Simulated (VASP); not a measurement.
# K12Cl11 (a cell with a defect) in VASP: single point with PBE

Aim: the single point of K12Cl11 (a cell with a defect) with PBE.

Everything below comes from runs of VASP 6.6.1. Logs are shortened: lines on timing, memory, paths and dates and some standing lists are left out, and cuts for length are marked.

**1. The cell of the first run**

The cell holds a defect, 23 atoms: a = 9.400 Å, b = 9.400 Å, c = 9.400 Å, α = 80.41°, β = 70.53°, γ = 60.00°.

**2. Single point, PBE (atoms taken out, then relaxed in part)**

Input file INCAR:

```
ALGO = Normal ; EDIFF = 1E-6
ENCUT = 400 ; GGA = PE
GGA_COMPAT = False ; ISIF = 2
ISMEAR = 0 ; LASPH = True
LCHARG = True ; LELF = True
LREAL = False ; LVHAR = True
LWAVE = False ; NBANDS = 110
NELM = 120 ; PREC = Accurate
SIGMA = 0.05
```

Input file KPOINTS:

```
k-points
0
Gamma
  4 4 2
```

Input file POSCAR:

```
K12Cl11
1.0
   -3.8375709983     -7.6751419966     -3.8375709983
    3.8375709983     -3.8375709983     -7.6751419966
    3.8375709983     -7.6751419966      3.8375709983
K Cl
12 11
Direct
    0.4870355386      0.0259289227      0.5000000000
    0.3976054158      0.6666666667      0.7694410551
    0.3355103249      0.3289793502      0.0000000000
    0.2455435937      0.0074590214      0.2463692961
    0.1666666667      0.6666666667      0.5000000000
    0.0877897396      0.3258743119      0.7536307039
    0.9357279175      0.6666666667      0.2305589449
    0.8462977947      0.3074044106      0.5000000000
    0.5863359484      0.3258743119      0.2463692961
   -0.0021769916      0.0043539831      0.0000000000
    0.7469973849      0.0074590214      0.7536307039
    0.6666666667      0.6666666667      0.0000000000
    0.4578717906      0.3414943255      0.6221359415
    0.3797846292      0.9994782261      0.8735197507
    0.3000147205      0.6666666667      0.1303793582
    0.2006338839      0.3414943255      0.3778640585
    0.1326994494      0.9918390079      0.6221359415
    0.9535487041      0.3338551073      0.1264802493
    0.8754615427      0.9918390079      0.3778640585
    0.6207371447      0.9994782261      0.1264802493
    0.0333186128      0.6666666667      0.8696206418
    0.6666666667      0.6666666667      0.5000000000
    0.7125961886      0.3338551073      0.8735197507
```

Potentials or basis: VASP PAW PBE potentials, release 64 (K_sv, Cl).

Command:

```
cat potpaw_PBE.64/K_sv/POTCAR potpaw_PBE.64/Cl/POTCAR > POTCAR
mpirun -np 1 vasp_std > vasp.out
```

OUTCAR:

```text
EDIFF = 1E-6
   ENCUT = 400
   GGA = PE
   ISIF = 2
   ISMEAR = 0
   LASPH = True
   LREAL = False
   NELM = 120
   PREC = Accurate

 ion  position               nearest neighbor table
   1  0.487  0.026  0.500-  22 2.92  16 3.21  13 3.21   6 3.66   9 3.66
   2  0.398  0.667  0.769-  22 2.92  15 3.21  21 3.23  10 3.72   3 3.72
   3  0.336  0.329  0.000-   7 3.72   2 3.72   4 3.76  11 3.76   9 3.80   6 3.80
   4  0.246  0.007  0.246-   8 3.66   3 3.76  10 3.80
   5  0.167  0.667  0.500-
   6  0.088  0.326  0.754-   1 3.66  10 3.76   3 3.80
   7  0.936  0.667  0.231-  22 2.92  21 3.21  15 3.23  10 3.72   3 3.72
   8  0.846  0.307  0.500-  22 2.92  19 3.21  17 3.21  11 3.66   4 3.66
   9  0.586  0.326  0.246-   1 3.66  10 3.76   3 3.80
  10  0.998  0.004  0.000-   7 3.72   2 3.72   6 3.76   9 3.76  11 3.80   4 3.80
  11  0.747  0.007  0.754-   8 3.66   3 3.76  10 3.80
  12  0.667  0.667  0.000-
  13  0.458  0.341  0.622-   1 3.21
  14  0.380  0.999  0.874-
  15  0.300  0.667  0.130-   2 3.21   7 3.23
  16  0.201  0.341  0.378-   1 3.21
  17  0.133  0.992  0.622-   8 3.21
  18  0.954  0.334  0.126-
  19  0.875  0.992  0.378-   8 3.21
  20  0.621  0.999  0.126-
  21  0.033  0.667  0.870-   7 3.21   2 3.23
  22  0.667  0.667  0.500-   7 2.92   2 2.92   1 2.92   8 2.92
  23  0.713  0.334  0.874-

  LATTYP: Found a base centered monoclinic cell.
 ALAT       =     9.4000907975
 B/A-ratio  =     1.7320508076
 C/A-ratio  =     1.0000000000
 COS(beta)  =    -0.3333333333

  Lattice vectors:

 A1 = (   7.6751419966,   3.8375709983,  -3.8375709983)
 A2 = (  -3.8375709983,   3.8375709983,   7.6751419966)
 A3 = (   3.8375709983,  -7.6751419966,   3.8375709983)

Analysis of symmetry for initial positions (statically):
=====================================================================
 Subroutine PRICEL returns:
 Original cell was already a primitive cell.

 Routine SETGRP: Setting up the symmetry group for a
 base centered monoclinic supercell.

 Subroutine GETGRP returns: Found  4 space group operations
 (whereof  2 operations were pure point group operations)
 out of a pool of  4 trial point group operations.

The static configuration has the point symmetry C_2 .
 The point group associated with its full space group is C_2h.

Analysis of symmetry for dynamics (positions and initial velocities):
=====================================================================
 Subroutine PRICEL returns:
 Original cell was already a primitive cell.

 Routine SETGRP: Setting up the symmetry group for a
 base centered monoclinic supercell.

 Subroutine GETGRP returns: Found  4 space group operations
 (whereof  2 operations were pure point group operations)
 out of a pool of  4 trial point group operations.

The dynamic configuration has the point symmetry C_2 .
 The point group associated with its full space group is C_2h.

 Subroutine INISYM returns: Found  4 space group operations
 (whereof  2 operations are pure point group operations),
 and found     1 'primitive' translations

----------------------------------------------------------------------------------------

                                     Primitive cell

  volume of cell :     678.1886

  direct lattice vectors                    reciprocal lattice vectors
    -3.837570998 -7.675141997 -3.837570998    -0.108575624 -0.065145375 -0.021715125
     3.837570998 -3.837570998 -7.675141997     0.086860499  0.000000000 -0.086860499
     3.837570998 -7.675141997  3.837570998     0.065145375 -0.065145375  0.065145375

  length of vectors
     9.400090798  9.400090798  9.400090798     0.128468411  0.122839296  0.112835099

  position of ions in fractional coordinates (direct lattice)
     0.487035539  0.025928923  0.500000000
     0.397605416  0.666666667  0.769441055
     0.335510325  0.328979350  0.000000000
     0.245543594  0.007459021  0.246369296
     0.166666667  0.666666667  0.500000000
     0.087789740  0.325874312  0.753630704
[... 15 lines left out ...]
     0.666666667  0.666666667  0.500000000
     0.712596189  0.333855107  0.873519751

  ion indices of the primitive-cell ions
   primitive index   ion index
                 1           1
                 2           2
                 3           3
                 4           4
                 5           5
                 6           6
[... 15 lines left out ...]
                22          22
                23          23

----------------------------------------------------------------------------------------

 KPOINTS: k-points

Automatic generation of k-mesh.
 Grid dimensions read from file:
 generate k-points for:    4    4    2

 Generating k-lattice:

  Cartesian coordinates                     Fractional coordinates (reciprocal lattice)
    -0.027143906 -0.016286344 -0.005428781     0.250000000  0.000000000  0.000000000
     0.021715125  0.000000000 -0.021715125     0.000000000  0.250000000  0.000000000
     0.032572687 -0.032572687  0.032572687     0.000000000  0.000000000  0.500000000

  Length of vectors
     0.032117103  0.030709824  0.056417549

  Shift w.r.t. Gamma in fractional coordinates (k-lattice)
     0.000000000  0.000000000  0.000000000

 Subroutine IBZKPT returns following result:
 ===========================================

 Found     14 irreducible k-points:

 Following reciprocal coordinates:
            Coordinates               Weight
  0.000000  0.000000  0.000000      1.000000
  0.250000  0.000000  0.000000      4.000000
  0.500000  0.000000  0.000000      2.000000
  0.000000  0.250000  0.000000      2.000000
  0.500000  0.250000  0.000000      2.000000
 -0.250000  0.250000  0.000000      4.000000
  0.000000  0.500000  0.000000      1.000000
  0.000000  0.000000  0.500000      1.000000
  0.250000  0.000000  0.500000      4.000000
  0.500000  0.000000  0.500000      2.000000
 -0.000000  0.250000  0.500000      2.000000
  0.500000  0.250000  0.500000      2.000000
 -0.250000  0.250000  0.500000      4.000000
 -0.000000  0.500000  0.500000      1.000000
   k-points           NKPTS =     14   k-points in BZ     NKDIM =     14   number of bands    NBANDS=    110
   number of dos      NEDOS =    301   number of ions     NIONS =     23
   total plane-waves  NPLWV = 262144
   dimension x,y,z NGX =    64 NGY =   64 NGZ =   64
   dimension x,y,z NGXF=   128 NGYF=  128 NGZF=  128
   ions per type =              12  11
   NGX,Y,Z   is equivalent  to a cutoff of  11.32, 11.32, 11.32 a.u.
   NGXF,Y,Z  is equivalent  to a cutoff of  22.64, 22.64, 22.64 a.u.
 SYSTEM =  unknown system
   PREC   = accura    normal or accurate (medium, high low for compatibility)
   ISTART =      0    job   : 0-new  1-cont  2-samecut
   ICHARG =      2    charge: 1-file 2-atom 10-const
   ISPIN  =      1    spin polarized calculation?
   LNONCOLLINEAR =      F non collinear calculations
   LSORBIT =      F    spin-orbit coupling
   LASPH  =      T    aspherical Exc in radial PAW
   ENCUT  =  400.0 eV  29.40 Ry    5.42 a.u.  15.33 15.33 15.33*2*pi/ulx,y,z
   NELM   =    120;   NELMIN=  2; NELMDL= -5     # of ELM steps
   EDIFF  = 0.1E-05   stopping-criterion for ELM
   LREAL  =      F    real-space projection
   EDIFFG = 0.1E-04   stopping-criterion for IOM
   NSW    =      0    number of steps for IOM
   IBRION =     -1    ionic relax: 0-MD 1-quasi-New 2-CG
   NFREE  =      0    steps in history (QN), initial steepest desc. (CG)
   ISIF   =      2    stress and relaxation
   ISYM   =      2    0-nonsym 1-usesym 2-fastsym
   POTIM  = 0.5000    time-step for ionic-motion
   TEBEG  =    0.0;   TEEND  =   0.0 temperature during run
   PSTRESS=    0.0 pullay stress
   NELECT =     185.0000    total number of electrons
   NUPDOWN=      -1.0000    fix difference up-down
   EMIN   =  10.00;   EMAX   =-10.00  energy-range for DOS
   EFERMI =   0.00;   METHOD = LEGACY
   ISMEAR =     0;   SIGMA  =   0.05  broadening in eV -4-tet -1-fermi 0-gaus
   EFERMI_NEDOS =   21; number of points for ismear=-14 and -15
   IALGO  =     38    algorithm
   IMIX   =      4    mixing-type and parameters
     AMIX     =   0.40;   BMIX     =  1.00
     AMIX_MAG =   1.60;   BMIX_MAG =  1.00
  volume/ion in A,a.u.               =      29.49       198.98
  Fermi-wavevector in a.u.,A,eV,Ry     =   1.061733  2.006384 15.337528  1.127277
  Thomas-Fermi vector in A             =   2.197159
   LORBIT       =      0    0 simple, 1 ext, 2 COOP (PROOUT), +10 PAW based schemes
   GGA     = PE    functional components
   LHFCALC =     F    Hartree Fock is set to
   AEXX    =    0.0000 exact exchange contribution
   IVDW    =     0    specifies the selected vdW correction
   LEPSILON=     F    determine dielectric tensor
   LRPA    =     F    only Hartree local field effects (RPA)
 non-spin polarized calculation
 Gauss-broadening in eV      SIGMA  =   0.05
  energy-cutoff  :      400.00
  volume of cell :      678.19
 maximum number of plane-waves:     12355
 NGX is ok and might be reduce to    64
   NGX = 31   NGY = 31   NGZ = 31

 number of electron     185.0000000 magnetization

 Free energy of the ion-electron system (eV)
  ---------------------------------------------------
  ext. energy  EPLUGINS =         0.00000000
  ---------------------------------------------------
  free energy    TOTEN  =       -72.95156605 eV

  energy without entropy =      -72.94529278  energy(sigma->0) =      -72.94842942

 E-fermi :   4.0072     XC(G=0):  -7.9122

 val. band max:        3.9974606355   @ k =   0.5000   0.2500   0.0000
 cond. band min:       4.0118489437   @ k =   0.2500   0.0000   0.5000
 fundamental gap:      0.0143883082
 Fermi energy:         4.0071731667

 k-point     1 :       0.0000    0.0000    0.0000
  band No.  band energies     occupation
      1     -29.2760      2.00000
      2     -29.2726      2.00000
      3     -29.1893      2.00000
      4     -29.1889      2.00000
      5     -29.1888      2.00000
      6     -29.1888      2.00000
[... 96 lines left out ...]
    103       6.1439      0.00000
    104       6.2203      0.00000

 k-point     2 :       0.2500    0.0000    0.0000
  band No.  band energies     occupation
      1     -29.2755      2.00000
      2     -29.2731      2.00000
      3     -29.1896      2.00000
      4     -29.1891      2.00000
      5     -29.1887      2.00000
      6     -29.1884      2.00000
[... 1380 lines left out ...]
    103       6.1362      0.00000
    104       6.1904      0.00000
 [bands above 104 left out]

------------------------ aborting loop because EDIFF is reached ----------------------------------------

  FORCE on cell =-STRESS in cart. coord.  units (eV):
  Direction    XX          YY          ZZ          XY          YZ          ZX
  --------------------------------------------------------------------------------------
  -------------------------------------------------------------------------------------
  Total        4.1157306      3.2483387      4.1157306      0.0491832      0.0491831     -0.1834647
  in kB        9.7231505      7.6739926      9.7231505      0.1161922      0.1161920     -0.4334235
  external PRESSURE =       9.0400978 kB  Pullay stress =       0.0000000 kB

 VOLUME and BASIS-vectors are now :
 -----------------------------------------------------------------------------
  energy-cutoff  :      400.00
  volume of cell :      678.19
      direct lattice vectors                 reciprocal lattice vectors
    -3.837570998 -7.675141997 -3.837570998    -0.108575624 -0.065145375 -0.021715125
     3.837570998 -3.837570998 -7.675141997     0.086860499  0.000000000 -0.086860499
     3.837570998 -7.675141997  3.837570998     0.065145375 -0.065145375  0.065145375

 POSITION                                       TOTAL-FORCE (eV/Angst)
 -----------------------------------------------------------------------------------
      0.14926     -7.67514     -0.14926         0.002161      0.000000     -0.002161
      3.98533    -11.51563     -3.68982         0.004401      0.002401      0.004401
     -0.02506     -3.83757     -3.81251        -0.003321     -0.000000      0.003321
      0.03179     -3.80413     -0.05408        -0.000882     -0.002742      0.002925
      3.83757     -7.67514     -3.83757         0.000000      0.000000      0.000000
      3.80578     -7.70859      0.05408         0.000882      0.002742     -0.002925
[... 15 lines left out ...]
      1.91879    -11.51271     -5.75636         0.000000      0.000000      0.000000
      1.89875    -13.45486     -1.94483        -0.001518      0.000283      0.000785
 -----------------------------------------------------------------------------------
    total drift:                               -0.000045     -0.000001      0.000044

  FREE ENERGIE OF THE ION-ELECTRON SYSTEM (eV)
  ---------------------------------------------------
  free  energy   TOTEN  =       -72.9515660546 eV

  energy  without entropy=      -72.9452927786  energy(sigma->0) =      -72.94842942
```

Run time: 9.6 min. Hardware: 1 thread of Intel Xeon 6975P-C (Granite Rapids), shared host; peak memory 0.84 GiB.

Results:

* Free energy: -72.9516 eV
* Pressure: 0.9 GPa
* Largest force: 0.007 eV/Å
* Band gap on the k mesh: zero (an odd number of electrons rules out a gap without spin polarisation)

Forces in eV/Å, atoms in the order of the input:
```
K    0.002  0.000 -0.002
K    0.004  0.002  0.004
K   -0.003  0.000  0.003
K   -0.001 -0.003  0.003
K    0.000  0.000  0.000
K    0.001  0.003 -0.003
K   -0.004 -0.002 -0.004
K   -0.002  0.000  0.002
K    0.003 -0.003 -0.001
K    0.003  0.000 -0.003
K   -0.003  0.003  0.001
K    0.000  0.000  0.000
Cl   0.001 -0.001 -0.001
Cl   0.001  0.000 -0.002
Cl   0.000  0.001  0.000
Cl   0.001  0.001 -0.001
Cl  -0.001 -0.001  0.001
Cl  -0.001  0.000  0.002
Cl  -0.001  0.001  0.001
Cl   0.002  0.000 -0.001
Cl   0.000 -0.001  0.000
Cl   0.000  0.000  0.000
Cl  -0.002  0.000  0.001
```

Stress tensor (GPa, compression positive):
```
 0.97  0.01 -0.04
 0.01  0.77  0.01
-0.04  0.01  0.97
```

Levels at points of the mesh, in eV from the Fermi level:
```
           k point  band 90  band 91  band 92  band 93  band 94  band 95
(0.00, 0.00, 0.00)    -5.29    -5.23    -5.20    -0.80     1.08     1.12
(0.50, 0.00, 0.00)    -5.36    -5.35    -5.22     0.06     0.28     1.23
(0.00, 0.50, 0.00)    -5.30    -5.27    -5.17    -0.13     0.54     1.08
(0.00, 0.00, 0.50)    -5.36    -5.32    -5.24    -0.04     0.08     1.26
(0.50, 0.00, 0.50)    -5.31    -5.29    -5.22     0.24     0.45     1.07
(0.00, 0.50, 0.50)    -5.39    -5.37    -5.20     0.26     0.51     1.19
```

Caveat: the cell differs from its parent crystal (atoms taken out, then relaxed in part); an odd number of electrons without spin polarisation forces a metal; a magnetic or distorted state may lie lower.
